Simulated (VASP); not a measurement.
# Cd (Fd-3m) in VASP: a series of runs

Runs on Cd. Level: PBE. Tasks: single point.

Program: VASP 6.6.1. These are calculated values, not measurements. Logs are shortened: lines on timing, memory, paths and dates and some standing lists are left out, and cuts for length are marked.

## 1. The cell of the first run

It takes space group Fd-3m (No. 227, cubic). The conventional cell has a = 6.768 Å, b = 6.768 Å, c = 6.768 Å, α = 90.00°, β = 90.00°, γ = 90.00°. Within 3.9 Å of Cd (site symmetry -43m) lie 4 Cd at 2.93 Å.

## 2. Single point, PBE (volume scaled by 1.04)

INCAR

```
ALGO     = Normal         # electronic algorithm
EDIFF    = 1E-7           # SCF threshold, eV
ENCUT    = 520            # plane-wave cutoff, eV
GGA      = PE             # functional
ISIF     = 2              # what is computed and relaxed
ISMEAR   = -1             # smearing method
LASPH    = True           # aspherical terms in the spheres
LCHARG   = False          # write CHGCAR
LREAL    = False          # projectors in reciprocal space
LWAVE    = False          # write WAVECAR
NBANDS   = 19             # bands
NELM     = 80             # most SCF steps
PREC     = Accurate       # precision mode
SIGMA    = 0.1            # smearing width, eV
```

KPOINTS

```
k-points
0
Gamma
  13 13 13
```

POSCAR

```
Cd
1.0
    0.0000000000      3.3841729111      3.3841729111
    3.3841729111      0.0000000000      3.3841729111
    3.3841729111      3.3841729111      0.0000000000
Cd
2
Direct
    0.1250000000      0.1250000000      0.1250000000
    0.8750000000      0.8750000000      0.8750000000
```

Potentials or basis: VASP PAW PBE potentials, release 64 (Cd).

Started as:

```bash
cat potpaw_PBE.64/Cd/POTCAR > POTCAR
mpirun -np 1 vasp_std > vasp.out
```

OUTCAR:

```text
EDIFF = 1E-7
   ENCUT = 520
   GGA = PE
   ISIF = 2
   ISMEAR = -1
   LASPH = True
   LREAL = False
   NELM = 80
   PREC = Accurate

 ion  position               nearest neighbor table
   1  0.125  0.125  0.125-   2 2.93   2 2.93   2 2.93   2 2.93
   2  0.875  0.875  0.875-   1 2.93   1 2.93   1 2.93   1 2.93

  LATTYP: Found a face centered cubic cell.
 ALAT       =     6.7683458222

  Lattice vectors:

 A1 = (   0.0000000000,   3.3841729111,   3.3841729111)
 A2 = (   3.3841729111,   0.0000000000,   3.3841729111)
 A3 = (   3.3841729111,   3.3841729111,   0.0000000000)

Analysis of symmetry for initial positions (statically):
=====================================================================
 Subroutine PRICEL returns:
 Original cell was already a primitive cell.

 Routine SETGRP: Setting up the symmetry group for a
 face centered cubic supercell.

 Subroutine GETGRP returns: Found 48 space group operations
 (whereof 12 operations were pure point group operations)
 out of a pool of 48 trial point group operations.

The static configuration has the point symmetry D_3d.
 The point group associated with its full space group is O_h .

Analysis of symmetry for dynamics (positions and initial velocities):
=====================================================================
 Subroutine PRICEL returns:
 Original cell was already a primitive cell.

 Routine SETGRP: Setting up the symmetry group for a
 face centered cubic supercell.

 Subroutine GETGRP returns: Found 48 space group operations
 (whereof 12 operations were pure point group operations)
 out of a pool of 48 trial point group operations.

The dynamic configuration has the point symmetry D_3d.
 The point group associated with its full space group is O_h .

 Subroutine INISYM returns: Found 48 space group operations
 (whereof 12 operations are pure point group operations),
 and found     1 'primitive' translations

----------------------------------------------------------------------------------------

                                     Primitive cell

  volume of cell :      77.5153

  direct lattice vectors                    reciprocal lattice vectors
     0.000000000  3.384172911  3.384172911    -0.147746588  0.147746588  0.147746588
     3.384172911  0.000000000  3.384172911     0.147746588 -0.147746588  0.147746588
     3.384172911  3.384172911  0.000000000     0.147746588  0.147746588 -0.147746588
[... 74 lines left out ...]
 SYSTEM =  unknown system
   PREC   = accura    normal or accurate (medium, high low for compatibility)
   ISTART =      0    job   : 0-new  1-cont  2-samecut
   ICHARG =      2    charge: 1-file 2-atom 10-const
   ISPIN  =      1    spin polarized calculation?
   LNONCOLLINEAR =      F non collinear calculations
   LSORBIT =      F    spin-orbit coupling
   LASPH  =      T    aspherical Exc in radial PAW
   ENCUT  =  520.0 eV  38.22 Ry    6.18 a.u.   8.90  8.90  8.90*2*pi/ulx,y,z
   NELM   =     80;   NELMIN=  2; NELMDL= -5     # of ELM steps
   EDIFF  = 0.1E-06   stopping-criterion for ELM
   LREAL  =      F    real-space projection
   EDIFFG = 0.1E-05   stopping-criterion for IOM
   NSW    =      0    number of steps for IOM
   IBRION =     -1    ionic relax: 0-MD 1-quasi-New 2-CG
   NFREE  =      0    steps in history (QN), initial steepest desc. (CG)
   ISIF   =      2    stress and relaxation
   ISYM   =      2    0-nonsym 1-usesym 2-fastsym
   POTIM  = 0.5000    time-step for ionic-motion
   TEBEG  =    0.0;   TEEND  =   0.0 temperature during run
   PSTRESS=    0.0 pullay stress
   NELECT =      24.0000    total number of electrons
   NUPDOWN=      -1.0000    fix difference up-down
   EMIN   =  10.00;   EMAX   =-10.00  energy-range for DOS
   EFERMI =   0.00;   METHOD = LEGACY
   ISMEAR =    -1;   SIGMA  =   0.10  broadening in eV -4-tet -1-fermi 0-gaus
   EFERMI_NEDOS =   21; number of points for ismear=-14 and -15
   IALGO  =     38    algorithm
   IMIX   =      4    mixing-type and parameters
     AMIX     =   0.40;   BMIX     =  1.00
     AMIX_MAG =   1.60;   BMIX_MAG =  1.00
  volume/ion in A,a.u.               =      38.76       261.55
  Fermi-wavevector in a.u.,A,eV,Ry     =   1.107514  2.092899 16.688744  1.226588
  Thomas-Fermi vector in A             =   2.244030
   LORBIT       =      0    0 simple, 1 ext, 2 COOP (PROOUT), +10 PAW based schemes
   GGA     = PE    functional components
   LHFCALC =     F    Hartree Fock is set to
   AEXX    =    0.0000 exact exchange contribution
   IVDW    =     0    specifies the selected vdW correction
   LEPSILON=     F    determine dielectric tensor
   LRPA    =     F    only Hartree local field effects (RPA)
 non-spin polarized calculation
  energy-cutoff  :      520.00
  volume of cell :       77.52
 maximum number of plane-waves:      2116
   NGX = 17   NGY = 17   NGZ = 17

 number of electron      23.9999984 magnetization

 Free energy of the ion-electron system (eV)
  ---------------------------------------------------
  ext. energy  EPLUGINS =         0.00000000
  ---------------------------------------------------
  free energy    TOTEN  =        -0.85812082 eV

  energy without entropy =       -0.81945818  energy(sigma->0) =       -0.83878950

 E-fermi :  -0.0042     XC(G=0):  -7.9474

 val. band max:       -0.0382165372   @ k =  -0.3077   0.4615   0.2308
 cond. band min:       0.0015352884   @ k =  -0.3846   0.3077   0.0769
 fundamental gap:      0.0397518256
 Fermi energy:        -0.0042155320

 k-point     1 :       0.0000    0.0000    0.0000
  band No.  band energies     occupation
      1      -9.0845      2.00000
      2      -9.0845      2.00000
      3      -9.0845      2.00000
      4      -9.0348      2.00000
      5      -9.0348      2.00000
      6      -8.4478      2.00000
[... 505 lines left out ...]
      6      -8.6515      2.00000
[... 11 lines left out ...]
     18       7.5446      0.00000
     19       8.9361      0.00000

 [... further k-points ...]
[... 5 lines left out ...]
  --------------------------------------------------------------------------------------
  -------------------------------------------------------------------------------------
  Total       -0.1542573     -0.1542573     -0.1542573      0.0000000     -0.0000000      0.0000000
  in kB       -3.1883704     -3.1883704     -3.1883704      0.0000000     -0.0000000      0.0000000
  external PRESSURE =      -3.1883704 kB  Pullay stress =       0.0000000 kB

 VOLUME and BASIS-vectors are now :
 -----------------------------------------------------------------------------
  energy-cutoff  :      520.00
  volume of cell :       77.52
      direct lattice vectors                 reciprocal lattice vectors
     0.000000000  3.384172911  3.384172911    -0.147746588  0.147746588  0.147746588
     3.384172911  0.000000000  3.384172911     0.147746588 -0.147746588  0.147746588
     3.384172911  3.384172911  0.000000000     0.147746588  0.147746588 -0.147746588

 POSITION                                       TOTAL-FORCE (eV/Angst)
 -----------------------------------------------------------------------------------
      0.84604      0.84604      0.84604        -0.000000      0.000000     -0.000000
      5.92230      5.92230      5.92230         0.000000     -0.000000      0.000000
 -----------------------------------------------------------------------------------
    total drift:                                0.000000      0.000000      0.000000

  FREE ENERGIE OF THE ION-ELECTRON SYSTEM (eV)
  ---------------------------------------------------
  free  energy   TOTEN  =        -0.8581208228 eV

  energy  without entropy=       -0.8194581768  energy(sigma->0) =       -0.83878950
```

OSZICAR:

```text
N       E                     dE             d eps       ncg     rms          rms(c)
DAV:   1     0.154263384906E+03    0.15426E+03   -0.11964E+04  3192   0.114E+03
DAV:   2     0.316593787360E+01   -0.15110E+03   -0.14677E+03  3308   0.299E+02
DAV:   3    -0.890599779786E+00   -0.40565E+01   -0.40471E+01  3648   0.550E+01
DAV:   4    -0.900470035405E+00   -0.98703E-02   -0.98675E-02  3417   0.273E+00
DAV:   5    -0.900530552193E+00   -0.60517E-04   -0.60517E-04  3555   0.184E-01    0.192E+00
DAV:   6    -0.859299351407E+00    0.41231E-01   -0.12023E-01  3528   0.339E+00    0.172E+00
DAV:   7    -0.857532573341E+00    0.17668E-02   -0.11052E-02  3354   0.766E-01    0.959E-01
DAV:   8    -0.857986606150E+00   -0.45403E-03   -0.20582E-03  3363   0.431E-01    0.394E-02
DAV:   9    -0.858096565076E+00   -0.10996E-03   -0.90936E-05  3452   0.572E-02    0.262E-02
DAV:  10    -0.858119796236E+00   -0.23231E-04   -0.30645E-05  3399   0.384E-02    0.262E-03
DAV:  11    -0.858120616929E+00   -0.82069E-06   -0.22771E-06  3484   0.912E-03    0.329E-03
DAV:  12    -0.858120765754E+00   -0.14883E-06   -0.15052E-07  2803   0.345E-03    0.270E-04
DAV:  13    -0.858120822764E+00   -0.57009E-07   -0.46248E-09  1851   0.478E-04
   1 F= -.85812082E+00 E0= -.83878950E+00  d E =-.386626E-01
```

stdout:

```text
POSCAR found type information on POSCAR Cd
 POSCAR found :  1 types and       2 ions
 scaLAPACK will be used
 LDA part: xc-table for (Slater+PW92), standard interpolation
 POSCAR, INCAR and KPOINTS ok, starting setup
 FFT: planning ... GRIDC
 FFT: planning ... GRID_SOFT
 FFT: planning ... GRID
 WAVECAR not read
 entering main loop
```

Wall time 71 s (1 thread of Intel Xeon 6975P-C, shared host); peak memory 0.26 GiB.

What came out:

```
Free energy            : -0.8581 eV
Pressure               : -0.3 GPa
Band gap on the k mesh : zero (band 12 reaches 4.08 eV, above the bottom of band 13 at -0.33 eV)
```

## 3. Single point, PBE (volume scaled by 1.08)

INCAR

```
SYSTEM = Cd
PREC     = Accurate       ! precision mode
ENCUT    = 520            ! plane-wave cutoff, eV
EDIFF    = 1E-6           ! SCF threshold, eV
ISMEAR   = -1             ! smearing method
SIGMA    = 0.1            ! smearing width, eV
LREAL    = .False.        ! projectors in reciprocal space
LASPH    = .True.         ! aspherical terms in the spheres
NELM     = 100            ! most SCF steps
ALGO     = Normal         ! electronic algorithm
ISIF     = 2              ! what is computed and relaxed
LWAVE    = .False.        ! write WAVECAR
LCHARG   = .False.        ! write CHGCAR
GGA      = PE             ! functional
NBANDS   = 19             ! bands
```

KPOINTS

```
regular mesh
0
Gamma
  13 13 13
  0 0 0
```

POSCAR

```
Cd
1.0
    0.0000000000      3.4270150909      3.4270150909
    3.4270150909      0.0000000000      3.4270150909
    3.4270150909      3.4270150909      0.0000000000
Cd
2
Direct
    0.1250000000      0.1250000000      0.1250000000
    0.8750000000      0.8750000000      0.8750000000
```

Potentials or basis: VASP PAW PBE potentials, release 64 (Cd).

Started as:

```bash
cat potpaw_PBE.64/Cd/POTCAR > POTCAR
mpirun -np 1 vasp_std > vasp.out
```

OUTCAR:

```text
SYSTEM = Cd
   PREC = Accurate
   ENCUT = 520
   EDIFF = 1E-6
   ISMEAR = -1
   LREAL = .False.
   LASPH = .True.
   NELM = 100
   ISIF = 2
   GGA = PE

 ion  position               nearest neighbor table
   1  0.125  0.125  0.125-   2 2.97   2 2.97   2 2.97   2 2.97
   2  0.875  0.875  0.875-   1 2.97   1 2.97   1 2.97   1 2.97

  LATTYP: Found a face centered cubic cell.
 ALAT       =     6.8540301818

  Lattice vectors:

 A1 = (   0.0000000000,   3.4270150909,   3.4270150909)
[... 190 lines left out ...]
      4      -9.1024      2.00000
      5      -9.1024      2.00000
      6      -8.5582      2.00000
[... 505 lines left out ...]
      6      -8.7455      2.00000
[... 11 lines left out ...]
     18       7.2527      0.00000
     19       8.6565      0.00000

 [... further k-points ...]
[... 5 lines left out ...]
  --------------------------------------------------------------------------------------
  -------------------------------------------------------------------------------------
  Total       -0.3594733     -0.3594733     -0.3594733      0.0000000     -0.0000000     -0.0000000
  in kB       -7.1548272     -7.1548272     -7.1548272      0.0000000     -0.0000000     -0.0000000
  external PRESSURE =      -7.1548272 kB  Pullay stress =       0.0000000 kB

 VOLUME and BASIS-vectors are now :
 -----------------------------------------------------------------------------
  energy-cutoff  :      520.00
  volume of cell :       80.50
      direct lattice vectors                 reciprocal lattice vectors
     0.000000000  3.427015091  3.427015091    -0.145899562  0.145899562  0.145899562
     3.427015091  0.000000000  3.427015091     0.145899562 -0.145899562  0.145899562
     3.427015091  3.427015091  0.000000000     0.145899562  0.145899562 -0.145899562

 POSITION                                       TOTAL-FORCE (eV/Angst)
 -----------------------------------------------------------------------------------
      0.85675      0.85675      0.85675         0.000000      0.000000     -0.000000
      5.99728      5.99728      5.99728        -0.000000     -0.000000      0.000000
 -----------------------------------------------------------------------------------
    total drift:                                0.000000      0.000000      0.000000

  FREE ENERGIE OF THE ION-ELECTRON SYSTEM (eV)
  ---------------------------------------------------
  free  energy   TOTEN  =        -0.8483464036 eV

  energy  without entropy=       -0.8086672730  energy(sigma->0) =       -0.82850684
```

stdout:

```text
POSCAR found type information on POSCAR Cd
 POSCAR found :  1 types and       2 ions
 scaLAPACK will be used
 LDA part: xc-table for (Slater+PW92), standard interpolation
 POSCAR, INCAR and KPOINTS ok, starting setup
 FFT: planning ... GRIDC
 FFT: planning ... GRID_SOFT
 FFT: planning ... GRID
 WAVECAR not read
 entering main loop
```

It took 69 s on 1 thread of Intel Xeon 6975P-C, shared host; peak memory 0.26 GiB.

What came out:

```
Free energy            : -0.8483 eV
Pressure               : -0.7 GPa
Band gap on the k mesh : zero (band 12 reaches 3.82 eV, above the bottom of band 13 at -0.40 eV)
```

(Part 1 of 2 ends here.)
